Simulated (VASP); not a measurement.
# Ca (P6_3/mmc) in VASP: a series of runs

Runs on Ca. Level: LDA. Tasks: single point, relaxation of cell and atoms.

Program: VASP 6.6.1. These are calculated values, not measurements. Logs are shortened: lines on timing, memory, paths and dates and some standing lists are left out, and cuts for length are marked.

## Step 1: The cell of the first run

The structure is hexagonal, space group P6_3/mmc (No. 194). The conventional cell has a = 3.774 Å, b = 3.774 Å, c = 6.220 Å, α = 90.00°, β = 90.00°, γ = 120.00°. Within 5.0 Å of Ca (site symmetry -6m2) lie 12 Ca at 3.77 to 3.80 Å.

This isn't the form of Ca at room conditions, which is fcc.

## Step 2: Single point, LDA

INCAR reads:

```
PREC     = Accurate       # precision mode
ENCUT    = 520            # plane-wave cutoff, eV
EDIFF    = 1E-6           # SCF threshold, eV
ISMEAR   = -1             # smearing method
SIGMA    = 0.1            # smearing width, eV
LREAL    = False          # projectors in reciprocal space
LASPH    = True           # aspherical terms in the spheres
NELM     = 60             # most SCF steps
ALGO     = Normal         # electronic algorithm
ISIF     = 2              # what is computed and relaxed
LWAVE    = False          # write WAVECAR
LCHARG   = True           # write CHGCAR
GGA      = CA             # functional
LELF     = True           # ELF
LVHAR    = True         
NBANDS   = 17             # bands
```

KPOINTS reads:

```
regular mesh
0
Gamma
  10 10 6
```

POSCAR reads:

```
Ca
1.0
    3.7741995644      0.0000000000      0.0000000000
   -1.8870997822      3.2685527017      0.0000000000
    0.0000000000      0.0000000000      6.2203398874
Ca
2
Direct
    0.3333333333      0.6666666667      0.2500000000
    0.6666666667      0.3333333333      0.7500000000
```

Potentials or basis: VASP PAW LDA potentials, release 64 (Ca_sv).

Launch:

```console
$ cat potpaw_LDA.64/Ca_sv/POTCAR > POTCAR
$ mpirun -np 1 vasp_std > vasp.out
```

OUTCAR:

```text
PREC = Accurate
   ENCUT = 520
   EDIFF = 1E-6
   ISMEAR = -1
   LREAL = False
   LASPH = True
   NELM = 60
   ISIF = 2
   GGA = CA

 ion  position               nearest neighbor table
   1  0.333  0.667  0.250-
   2  0.667  0.333  0.750-

  LATTYP: Found a hexagonal cell.
 ALAT       =     3.7741995644
 C/A-ratio  =     1.6481216166

  Lattice vectors:

 A1 = (   3.7741995644,   0.0000000000,   0.0000000000)
 A2 = (  -1.8870997822,   3.2685527017,   0.0000000000)
 A3 = (   0.0000000000,   0.0000000000,   6.2203398874)

Analysis of symmetry for initial positions (statically):
=====================================================================
 Subroutine PRICEL returns:
 Original cell was already a primitive cell.

 Routine SETGRP: Setting up the symmetry group for a
 hexagonal supercell.

 Subroutine GETGRP returns: Found 24 space group operations
 (whereof 12 operations were pure point group operations)
 out of a pool of 24 trial point group operations.

The static configuration has the point symmetry D_3d.
 The point group associated with its full space group is D_6h.

Analysis of symmetry for dynamics (positions and initial velocities):
=====================================================================
 Subroutine PRICEL returns:
 Original cell was already a primitive cell.

 Routine SETGRP: Setting up the symmetry group for a
 hexagonal supercell.

 Subroutine GETGRP returns: Found 24 space group operations
 (whereof 12 operations were pure point group operations)
 out of a pool of 24 trial point group operations.

The dynamic configuration has the point symmetry D_3d.
 The point group associated with its full space group is D_6h.

 Subroutine INISYM returns: Found 24 space group operations
 (whereof 12 operations are pure point group operations),
 and found     1 'primitive' translations

----------------------------------------------------------------------------------------

                                     Primitive cell

  volume of cell :      76.7352

  direct lattice vectors                    reciprocal lattice vectors
     3.774199564  0.000000000  0.000000000     0.264956843  0.152972904  0.000000000
    -1.887099782  3.268552702  0.000000000     0.000000000  0.305945809  0.000000000
     0.000000000  0.000000000  6.220339887     0.000000000  0.000000000  0.160762919

  length of vectors
     3.774199564  3.774199564  6.220339887     0.305945809  0.305945809  0.160762919

  position of ions in fractional coordinates (direct lattice)
     0.333333333  0.666666667  0.250000000
     0.666666667  0.333333333  0.750000000

  ion indices of the primitive-cell ions
   primitive index   ion index
                 1           1
                 2           2

----------------------------------------------------------------------------------------

 KPOINTS: regular mesh

Automatic generation of k-mesh.
 Grid dimensions read from file:
 generate k-points for:   10   10    6

 Generating k-lattice:

  Cartesian coordinates                     Fractional coordinates (reciprocal lattice)
     0.026495684  0.015297290  0.000000000     0.100000000  0.000000000  0.000000000
     0.000000000  0.030594581  0.000000000     0.000000000  0.100000000  0.000000000
     0.000000000  0.000000000  0.026793820     0.000000000  0.000000000  0.166666667

  Length of vectors
     0.030594581  0.030594581  0.026793820

  Shift w.r.t. Gamma in fractional coordinates (k-lattice)
     0.000000000  0.000000000  0.000000000

 Subroutine IBZKPT returns following result:
 ===========================================

 Found     56 irreducible k-points:

 Following reciprocal coordinates:
            Coordinates               Weight
  0.000000  0.000000  0.000000      1.000000
  0.100000 -0.000000  0.000000      6.000000
  0.200000 -0.000000  0.000000      6.000000
  0.300000 -0.000000  0.000000      6.000000
  0.400000  0.000000  0.000000      6.000000
  0.500000 -0.000000  0.000000      3.000000
[... 16 lines left out ...]
  0.300000  0.100000  0.166667     24.000000
  0.400000  0.100000  0.166667     24.000000
 [... further k-points ...]
   k-points           NKPTS =     56   k-points in BZ     NKDIM =     56   number of bands    NBANDS=     17
   number of dos      NEDOS =    301   number of ions     NIONS =      2
   total plane-waves  NPLWV =  37632
   dimension x,y,z NGX =    28 NGY =   28 NGZ =   48
   dimension x,y,z NGXF=    56 NGYF=   56 NGZF=   96
   ions per type =               2
   NGX,Y,Z   is equivalent  to a cutoff of  12.33, 12.33, 12.83 a.u.
   NGXF,Y,Z  is equivalent  to a cutoff of  24.67, 24.67, 25.66 a.u.
 SYSTEM =  unknown system
   PREC   = accura    normal or accurate (medium, high low for compatibility)
   ISTART =      0    job   : 0-new  1-cont  2-samecut
   ICHARG =      2    charge: 1-file 2-atom 10-const
   ISPIN  =      1    spin polarized calculation?
   LNONCOLLINEAR =      F non collinear calculations
   LSORBIT =      F    spin-orbit coupling
   LASPH  =      T    aspherical Exc in radial PAW
   ENCUT  =  520.0 eV  38.22 Ry    6.18 a.u.   7.02  7.02 11.57*2*pi/ulx,y,z
   NELM   =     60;   NELMIN=  2; NELMDL= -5     # of ELM steps
   EDIFF  = 0.1E-05   stopping-criterion for ELM
   LREAL  =      F    real-space projection
[... 7 lines left out ...]
   TEBEG  =    0.0;   TEEND  =   0.0 temperature during run
   PSTRESS=    0.0 pullay stress
   NELECT =      20.0000    total number of electrons
   NUPDOWN=      -1.0000    fix difference up-down
   EMIN   =  10.00;   EMAX   =-10.00  energy-range for DOS
   EFERMI =   0.00;   METHOD = LEGACY
   ISMEAR =    -1;   SIGMA  =   0.10  broadening in eV -4-tet -1-fermi 0-gaus
   EFERMI_NEDOS =   21; number of points for ismear=-14 and -15
   IALGO  =     38    algorithm
   IMIX   =      4    mixing-type and parameters
     AMIX     =   0.40;   BMIX     =  1.00
     AMIX_MAG =   1.60;   BMIX_MAG =  1.00
  volume/ion in A,a.u.               =      38.37       258.92
  Fermi-wavevector in a.u.,A,eV,Ry     =   1.045731  1.976145 14.878698  1.093553
  Thomas-Fermi vector in A             =   2.180539
   LORBIT       =      0    0 simple, 1 ext, 2 COOP (PROOUT), +10 PAW based schemes
   GGA     = CA    functional components
   LHFCALC =     F    Hartree Fock is set to
   AEXX    =    0.0000 exact exchange contribution
   IVDW    =     0    specifies the selected vdW correction
   LEPSILON=     F    determine dielectric tensor
   LRPA    =     F    only Hartree local field effects (RPA)
 non-spin polarized calculation
  energy-cutoff  :      520.00
  volume of cell :       76.74
 maximum number of plane-waves:      2083
 NGX is ok and might be reduce to    28
   NGX = 13   NGY = 13   NGZ = 23

 number of electron      20.0000003 magnetization

 Free energy of the ion-electron system (eV)
  ---------------------------------------------------
  ext. energy  EPLUGINS =         0.00000000
  ---------------------------------------------------
  free energy    TOTEN  =        -4.44438820 eV

  energy without entropy =       -4.35862620  energy(sigma->0) =       -4.40150720

 E-fermi :   2.1977     XC(G=0):  -8.2761

 val. band max:        2.1909705873   @ k =   0.3000   0.2000   0.1667
 cond. band min:       2.2259479484   @ k =   0.3000   0.3000   0.0000
 fundamental gap:      0.0349773612
 Fermi energy:         2.1976797713

 k-point     1 :       0.0000    0.0000    0.0000
  band No.  band energies     occupation
      1     -39.1591      2.00000
      2     -39.1372      2.00000
      3     -20.5469      2.00000
      4     -20.3810      2.00000
      5     -20.3810      2.00000
      6     -20.3547      2.00000
[... 9 lines left out ...]
     16       4.8420      0.00000
     17       5.3027      0.00000

 k-point     2 :       0.1000   -0.0000    0.0000
  band No.  band energies     occupation
      1     -39.1571      2.00000
      2     -39.1362      2.00000
      3     -20.5403      2.00000
      4     -20.3963      2.00000
      5     -20.3857      2.00000
      6     -20.3705      2.00000
[... 9 lines left out ...]
     16       4.9655      0.00000
     17       5.1071      0.00000

 k-point     3 :       0.2000   -0.0000    0.0000
  band No.  band energies     occupation
      1     -39.1518      2.00000
      2     -39.1336      2.00000
      3     -20.5221      2.00000
      4     -20.4366      2.00000
      5     -20.4111      2.00000
      6     -20.3978      2.00000
[... 9 lines left out ...]
     16       4.9943      0.00000
     17       5.0052      0.00000

 k-point     4 :       0.3000   -0.0000    0.0000
  band No.  band energies     occupation
      1     -39.1449      2.00000
      2     -39.1308      2.00000
      3     -20.4964      2.00000
      4     -20.4868      2.00000
      5     -20.4597      2.00000
      6     -20.4123      2.00000
[... 9 lines left out ...]
     16       5.4123      0.00000
     17       5.5762      0.00000

 k-point     5 :       0.4000    0.0000    0.0000
  band No.  band energies     occupation
      1     -39.1387      2.00000
      2     -39.1291      2.00000
      3     -20.5277      2.00000
      4     -20.4980      2.00000
      5     -20.4701      2.00000
      6     -20.4236      2.00000
[... 9 lines left out ...]
     16       5.9709      0.00000
     17       6.2247      0.00000

 k-point     6 :       0.5000   -0.0000    0.0000
  band No.  band energies     occupation
      1     -39.1360      2.00000
      2     -39.1288      2.00000
      3     -20.5433      2.00000
      4     -20.5124      2.00000
      5     -20.4567      2.00000
      6     -20.4279      2.00000
[... 9 lines left out ...]
     16       6.4945      0.00000
     17       6.5877      0.00000

 k-point     7 :       0.1000    0.1000    0.0000
  band No.  band energies     occupation
      1     -39.1535      2.00000
      2     -39.1344      2.00000
      3     -20.5279      2.00000
      4     -20.4207      2.00000
      5     -20.4069      2.00000
      6     -20.3868      2.00000
[... 9 lines left out ...]
     16       4.9066      0.00000
     17       5.0051      0.00000

 k-point     8 :       0.2000    0.1000    0.0000
  band No.  band energies     occupation
      1     -39.1474      2.00000
      2     -39.1317      2.00000
      3     -20.5058      2.00000
      4     -20.4624      2.00000
      5     -20.4463      2.00000
      6     -20.4055      2.00000
[... 9 lines left out ...]
     16       5.1347      0.00000
     17       5.3841      0.00000
[... 203 lines left out ...]
      1     -39.1381      2.00000
      2     -39.1297      2.00000
      3     -20.5346      2.00000
      4     -20.5063      2.00000
      5     -20.4546      2.00000
      6     -20.4208      2.00000
[... 9 lines left out ...]
     16       5.9832      0.00000
     17       6.0751      0.00000

 k-point    20 :       0.5000   -0.0000    0.1667
  band No.  band energies     occupation
      1     -39.1355      2.00000
      2     -39.1293      2.00000
      3     -20.5486      2.00000
      4     -20.5203      2.00000
      5     -20.4449      2.00000
      6     -20.4250      2.00000
[... 9 lines left out ...]
     16       6.2402      0.00000
     17       6.5440      0.00000

 k-point    21 :       0.1000    0.1000    0.1667
  band No.  band energies     occupation
      1     -39.1522      2.00000
      2     -39.1357      2.00000
      3     -20.5186      2.00000
      4     -20.4171      2.00000
      5     -20.4098      2.00000
      6     -20.3892      2.00000
[... 9 lines left out ...]
     16       5.0040      0.00000
     17       5.2398      0.00000

 k-point    22 :       0.2000    0.1000    0.1667
  band No.  band energies     occupation
      1     -39.1463      2.00000
      2     -39.1328      2.00000
      3     -20.5053      2.00000
      4     -20.4562      2.00000
      5     -20.4471      2.00000
      6     -20.4058      2.00000
[... 9 lines left out ...]
     16       5.1911      0.00000
     17       5.4700      0.00000

 k-point    23 :       0.3000    0.1000    0.1667
  band No.  band energies     occupation
      1     -39.1400      2.00000
      2     -39.1303      2.00000
      3     -20.5168      2.00000
      4     -20.4917      2.00000
      5     -20.4588      2.00000
      6     -20.4223      2.00000
[... 9 lines left out ...]
     16       5.5568      0.00000
     17       6.0607      0.00000

 k-point    24 :       0.4000    0.1000    0.1667
  band No.  band energies     occupation
      1     -39.1355      2.00000
      2     -39.1293      2.00000
      3     -20.5400      2.00000
      4     -20.5129      2.00000
      5     -20.4483      2.00000
      6     -20.4294      2.00000
[... 9 lines left out ...]
     16       6.0245      0.00000
     17       6.1995      0.00000

 [... further k-points ...]

------------------------ aborting loop because EDIFF is reached ----------------------------------------

  FORCE on cell =-STRESS in cart. coord.  units (eV):
  Direction    XX          YY          ZZ          XY          YZ          ZX
  --------------------------------------------------------------------------------------
  -------------------------------------------------------------------------------------
  Total       -0.0172139     -0.0172139     -0.0050914      0.0000000      0.0000000      0.0000000
  in kB       -0.3594136     -0.3594136     -0.1063040      0.0000000      0.0000000      0.0000000
  external PRESSURE =      -0.2750437 kB  Pullay stress =       0.0000000 kB

 VOLUME and BASIS-vectors are now :
 -----------------------------------------------------------------------------
  energy-cutoff  :      520.00
  volume of cell :       76.74
      direct lattice vectors                 reciprocal lattice vectors
     3.774199564  0.000000000  0.000000000     0.264956843  0.152972904  0.000000000
    -1.887099782  3.268552702  0.000000000     0.000000000  0.305945809  0.000000000
     0.000000000  0.000000000  6.220339887     0.000000000  0.000000000  0.160762919

 POSITION                                       TOTAL-FORCE (eV/Angst)
 -----------------------------------------------------------------------------------
     -0.00000      2.17904      1.55508         0.000000      0.000000      0.000000
      1.88710      1.08952      4.66525        -0.000000      0.000000      0.000000
 -----------------------------------------------------------------------------------
    total drift:                               -0.000000      0.000000     -0.000000

  FREE ENERGIE OF THE ION-ELECTRON SYSTEM (eV)
  ---------------------------------------------------
  free  energy   TOTEN  =        -4.4443882046 eV

  energy  without entropy=       -4.3586261953  energy(sigma->0) =       -4.40150720
```

Run time: 42 s. Hardware: 1 thread of Intel Xeon Platinum 8259CL at 2.50GHz (Skylake/Cascade Lake), shared host; peak memory 0.19 GiB.

Results:

```
Free energy            : -4.4444 eV
Pressure               : 0.0 GPa
Band gap on the k mesh : zero (bands 10 and 11 overlap by 0.24 eV)
```

Levels at points of the mesh, in eV from the Fermi level:
```csv
k point,band 8,band 9,band 10,band 11,band 12,band 13
"(0.00, 0.00, 0.00)",-22.54,-4.21,-1.14,-0.08,2.26,2.31
"(0.50, 0.00, 0.00)",-22.58,-1.14,-0.63,0.11,0.30,1.43
"(0.00, 0.00, 0.50)",-22.57,-3.13,-3.13,1.36,1.36,2.30
"(0.50, 0.00, 0.50)",-22.60,-0.77,-0.77,0.23,0.23,1.43
```

## Step 3: Single point, LDA

This run uses another cell than the first one, of 38.19 Å³/atom.

INCAR reads:

```
SYSTEM = Ca
PREC     = Accurate       ! precision mode
ENCUT    = 520            ! plane-wave cutoff, eV
EDIFF    = 1E-6           ! SCF threshold, eV
ISMEAR   = 1              ! smearing method
SIGMA    = 0.005          ! smearing width, eV
LREAL    = .False.        ! projectors in reciprocal space
LASPH    = .True.         ! aspherical terms in the spheres
NELM     = 60             ! most SCF steps
ALGO     = Normal         ! electronic algorithm
ISIF     = 2              ! what is computed and relaxed
LWAVE    = .False.        ! write WAVECAR
LCHARG   = .False.        ! write CHGCAR
GGA      = CA             ! functional
NBANDS   = 17             ! bands
```

KPOINTS reads:

```
Automatic mesh
0
Gamma
  10 10 6
  0 0 0
```

POSCAR reads:

```
Ca
1.0
    3.7432947393      0.0000000000      0.0000000000
   -1.8716473696      3.2417883381      0.0000000000
    0.0000000000      0.0000000000      6.2933897834
Ca
2
Direct
    0.3333333333      0.6666666667      0.2500000000
    0.6666666667      0.3333333333      0.7500000000
```

Potentials or basis: VASP PAW LDA potentials, release 64 (Ca_sv).

Launch:

```console
$ cat potpaw_LDA.64/Ca_sv/POTCAR > POTCAR
$ mpirun -np 1 vasp_std > vasp.out
```

OUTCAR:

```text
SYSTEM = Ca
   PREC = Accurate
   ENCUT = 520
   EDIFF = 1E-6
   ISMEAR = 1
   LREAL = .False.
   LASPH = .True.
   NELM = 60
   ISIF = 2
   GGA = CA

 ion  position               nearest neighbor table
   1  0.333  0.667  0.250-
   2  0.667  0.333  0.750-

  LATTYP: Found a hexagonal cell.
 ALAT       =     3.7432947393
 C/A-ratio  =     1.6812434558

  Lattice vectors:

 A1 = (   3.7432947393,   0.0000000000,   0.0000000000)
[... 668 lines left out ...]

------------------------ aborting loop because EDIFF is reached ----------------------------------------

  FORCE on cell =-STRESS in cart. coord.  units (eV):
  Direction    XX          YY          ZZ          XY          YZ          ZX
  --------------------------------------------------------------------------------------
  -------------------------------------------------------------------------------------
  Total        0.0072637      0.0072637      0.0059301      0.0000000      0.0000000      0.0000000
  in kB        0.1523853      0.1523853      0.1244078      0.0000000      0.0000000      0.0000000
  external PRESSURE =       0.1430595 kB  Pullay stress =       0.0000000 kB

 VOLUME and BASIS-vectors are now :
 -----------------------------------------------------------------------------
  energy-cutoff  :      520.00
  volume of cell :       76.37
      direct lattice vectors                 reciprocal lattice vectors
     3.743294739  0.000000000  0.000000000     0.267144339  0.154235856  0.000000000
    -1.871647370  3.241788338  0.000000000     0.000000000  0.308471712  0.000000000
     0.000000000  0.000000000  6.293389783     0.000000000  0.000000000  0.158896880

 POSITION                                       TOTAL-FORCE (eV/Angst)
 -----------------------------------------------------------------------------------
     -0.00000      2.16119      1.57335        -0.000000      0.000000     -0.000000
      1.87165      1.08060      4.72004         0.000000     -0.000000      0.000000
 -----------------------------------------------------------------------------------
    total drift:                               -0.000000      0.000000     -0.000000

  FREE ENERGIE OF THE ION-ELECTRON SYSTEM (eV)
  ---------------------------------------------------
  free  energy   TOTEN  =        -4.4039510382 eV

  energy  without entropy=       -4.4039500407  energy(sigma->0) =       -4.40395071
```

stdout:

```text
POSCAR found type information on POSCAR Ca
 POSCAR found :  1 types and       2 ions
 scaLAPACK will be used
 LDA part: xc-table for (Slater(with rela. corr.)+CA(PZ))
 , standard interpolation
 POSCAR, INCAR and KPOINTS ok, starting setup
 FFT: planning ... GRIDC
 FFT: planning ... GRID_SOFT
 FFT: planning ... GRID
 WAVECAR not read
 entering main loop
```

Run time: 41 s. Hardware: 1 thread of Intel Xeon Platinum 8259CL at 2.50GHz (Skylake/Cascade Lake), shared host; peak memory 0.19 GiB.

Results:

* Free energy: -4.4040 eV
* Pressure: 0.0 GPa
* Band gap on the k mesh: zero (bands 10 and 11 overlap by 0.35 eV)

[end of part 1 of 2]

The gap in the log of VASP goes by the Fermi energy; the results here count the filled bands.